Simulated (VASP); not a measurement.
Here is a VASP 6.6.1 calculation.

Contents of INCAR:

```
ALGO     = Normal         # electronic algorithm
EDIFF    = 1E-6           # SCF threshold, eV
ENCUT    = 500            # plane-wave cutoff, eV
GGA      = PS             # functional
GGA_COMPAT= F            
ISIF     = 2              # what is computed and relaxed
ISMEAR   = 0              # smearing method
LASPH    = T              # aspherical terms in the spheres
LCHARG   = T              # write CHGCAR
LELF     = T              # ELF
LREAL    = F              # projectors in reciprocal space
LVHAR    = T            
LWAVE    = F              # write WAVECAR
NBANDS   = 22             # bands
NELM     = 120            # most SCF steps
PREC     = Accurate       # precision mode
SIGMA    = 0.02           # smearing width, eV
```

Contents of KPOINTS:

```
k-points
0
Gamma
  8 8 4
```

Contents of POSCAR:

```
Cl
1.0
    3.1200000000     -2.2400000000      0.0000000000
    3.1200000000      2.2400000000      0.0000000000
    0.0000000000      0.0000000000      8.2600000000
Cl
4
Direct
    0.1300000000      0.8700000000      0.1000000000
    0.6300000000      0.3700000000      0.4000000000
    0.8596799451      0.2283585165      0.8906937046
    0.3700000000      0.6300000000      0.6000000000
```

Potentials or basis: VASP PAW PBE potentials, release 64 (Cl).

Launch:

```bash
$ cat potpaw_PBE.64/Cl/POTCAR > POTCAR
$ mpirun -np 1 vasp_std > vasp.out
```

Question: What does it give for the pressure?

Answer: -3.5 GPa.

Question: What does it give for the largest force?

Answer: 2.232 eV/Å.

Stress tensor (GPa, compression positive):
```
 0.29 -0.60  0.82
-0.60 -4.28  3.22
 0.82  3.22 -6.56
```

Caveat: the cell differs from its parent crystal (one atom moved); the cell stands under tension; this functional lacks dispersion, which holds the molecules together, so the pressure and a relaxed volume are unreliable; the PAW data sets were made with another functional, which shifts forces and pressure a little.
